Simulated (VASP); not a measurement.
Set up this calculation in VASP 6.6.1, as the native input.

```
Task                   : single point
Functional             : LDA
Potentials or basis    : VASP PAW LDA potentials, release 64 (Hf_pv, N)
Cutoff                 : 520 eV
k mesh                 : 16 × 16 × 16
Occupations            : gaussian, width 0.15 eV
Spin                   : no spin polarisation
Dipole correction      : no
Further INCAR settings : ALGO = Normal; EDIFF = 1e-07; NBANDS = 14
```

The structure of HfN lies in POSCAR:

```
HfN
1.0
    0.0000000000      2.3320809000      2.3934514500
    2.3320809000      0.0000000000      2.3934514500
    2.3320809000      2.3320809000      0.0000000000
Hf N
1 1
Direct
    0.0000000000      0.0000000000      0.0000000000
    0.7500000000      0.7500000000      0.7500000000
```

This cell differs from its parent crystal: strain -0.050 along x and y, -0.025 along z.

These files were run (other wordings do the same):

INCAR

```
PREC = Accurate
ENCUT = 520
EDIFF = 1E-7
ISMEAR = 0
SIGMA = 0.15
LREAL = F
LASPH = T
NELM = 60
ALGO = Normal
ISIF = 2
LWAVE = F
LCHARG = F
GGA = CA
NBANDS = 14
```

KPOINTS

```
regular mesh
0
Gamma
  16 16 16
```

Potentials or basis: VASP PAW LDA potentials, release 64 (Hf_pv, N).

Launch:

```console
$ cat potpaw_LDA.64/Hf_pv/POTCAR potpaw_LDA.64/N/POTCAR > POTCAR
$ mpirun -np 1 vasp_std > vasp.out
```

Results of the run:

```yaml
Pressure: 19.9 GPa
Band_gap_on_the_k_mesh: zero (an odd number of electrons rules out a gap without spin polarisation)
```

Caveat: the cell differs from its parent crystal (strain -0.050 along x and y, -0.025 along z); the cell stands under pressure; spin-orbit coupling is left out, which moves the levels of the heavy elements; an odd number of electrons without spin polarisation forces a metal; a magnetic or distorted state may lie lower.

Run time: 76 s on 1 thread of AMD EPYC 9R45 96-Core Processor (Zen 5) (shared host), peak memory 0.22 GiB.
